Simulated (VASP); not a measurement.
A run of VASP 6.6.1:

File INCAR:

```
SYSTEM = CdTe
ALGO = Normal
EDIFF = 1E-6
ENCUT = 520
GGA = PE
ISIF = 2
ISMEAR = 0
LASPH = .TRUE.
LCHARG = .FALSE.
LREAL = .FALSE.
LWAVE = .FALSE.
NBANDS = 16
NELM = 100
PREC = Accurate
SIGMA = 0.05
```

Contents of KPOINTS:

```
k-points
0
G
  8 8 8
  0 0 0
```

POSCAR

```
CdTe
1.0
    0.0000000000      3.1088500000      3.1088500000
    3.1088500000      0.0000000000      3.1088500000
    3.1088500000      3.1088500000      0.0000000000
Cd Te
1 1
Direct
    0.0000000000      0.0000000000      0.0000000000
    0.7500000000      0.7500000000      0.7500000000
```

Potentials or basis: VASP PAW PBE potentials, release 64 (Cd, Te).

Launch:

```console
$ cat potpaw_PBE.64/Cd/POTCAR potpaw_PBE.64/Te/POTCAR > POTCAR
$ mpirun -np 1 vasp_std > vasp.out
```

Hardware: 1 thread of Intel(R) Xeon(R) Platinum 8259CL CPU @ 2.50GHz (Skylake/Cascade Lake), with other jobs on the host.

How long does it take, and how much memory?

It took 23 s on 1 thread of Intel(R) Xeon(R) Platinum 8259CL CPU @ 2.50GHz (Skylake/Cascade Lake) (shared host), peak memory 0.21 GiB. Counts: scf iterations 12, k points 29.
